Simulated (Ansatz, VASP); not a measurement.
# Two plane-wave programs on Zr

```
Zr
1.0
     6.47800    0.00000   -0.03699
     0.00000    3.15613    0.00000
    -3.21636    0.00000    4.55863
Zr
4
Cartesian
  -0.8017 1.3229 1.1426
  -2.4146 2.9010 3.4160
  2.4325 1.3204 1.1185
  0.8291 -0.2576 3.4031
```

Alike in both runs: functional PBE; k mesh 4 × 6 × 4; occupations gaussian, width 0.1 eV; no spin polarisation.

Ansatz relaxed the structure, and its values are those at the end. VASP's run is a single point on that final structure, the one shown.

|  | VASP | Ansatz |
| --- | --- | --- |
| version | VASP 6.6.1 | Ansatz 0.2.0 |
| potentials or method | VASP PAW PBE potentials, release 64 (Zr_sv), cutoff 520 eV | scalar-relativistic, plane waves, PAW |
| valence electrons in the cell | 48 | 48 |

```csv
,VASP,Ansatz,Ansatz less VASP
gap on the k mesh at the Fermi level (eV),none,none,-
pressure (GPa),0.0,0.0,-0.02
rms of the force components (eV/Å),0.003,0.003,0.0000
```

A gap of «none» marks a metal or a gap that the smearing closes.
